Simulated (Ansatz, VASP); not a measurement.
## Mn in VASP and in Ansatz

```xyz
2
Lattice="2.4836 0.0000 0.0000 -1.2418 2.1509 0.0000 0.0000 0.0000 4.0262" Properties=species:S:1:pos:R:3 pbc="T T T"
Mn    0.0000    1.4339    1.0065
Mn    1.2418    0.7170    3.0196
```

Alike in both runs: task single point; functional PBE; k mesh 10 × 10 × 6; occupations fermi-dirac, width 0.05 eV; collinear spin; fixed moment 6 μB.

|  | VASP | Ansatz |
| --- | --- | --- |
| version | VASP 6.6.1 | Ansatz 0.2.0 |
| potentials or method | VASP PAW PBE potentials, release 64 (Mn_sv) | Ansatz PAW |
| plane-wave cutoff (eV) | 680 | 420 |
| valence electrons in the cell | 30 | 30 |

VASP gave:

- net moment per atom (μB): 3.00
- size of the moment on the site where the two differ most (μB): 2.76

Which values does Ansatz return?

net moment per atom (μB): 3.00; size of the moment on the site where the two differ most (μB): 2.83.

Site moments also hang on the region over which each program counts them. The functional is the same, so the differences come from potentials, cutoffs and numerics.
